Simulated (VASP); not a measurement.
The system is MgS.

```xyz
4
Lattice="3.8687 0.0000 0.0000 -1.9343 3.3504 0.0000 0.0000 0.0000 6.1982" Properties=species:S:1:pos:R:3 pbc="T T T"
Mg    0.0000    2.2336   -0.0195
Mg    1.9343    1.1168    3.0796
S     0.0000    2.2336    2.3438
S     1.9343    1.1168    5.4429
```

This cell differs from its parent crystal: strain -4.0%.

Base run:

| Property | Result |
| --- | --- |
| Program | VASP 6.6.1 |
| Functional | r2SCAN |
| Potentials or basis | VASP PAW PBE potentials, release 64 (Mg, S) |
| Cutoff | 520 eV |
| k mesh | 12 × 12 × 4 |
| Occupations | gaussian, width 0.01 eV |
| Spin | no spin polarisation |

Its results: band gap on the k mesh 4.80 eV, direct; pressure 9.0 GPa.

Task: The run is repeated on the same cell with these changes: functional from r2SCAN to PBE; occupations from gaussian, width 0.01 eV to fermi-dirac, width 0.02 eV. What comes out?

Result: Band gap on the k mesh 4.09 eV, direct; pressure 10.1 GPa.

Caveats: the PAW data sets were made with another functional, which shifts forces and pressure a little (some runs).

A k mesh can miss the band edges.
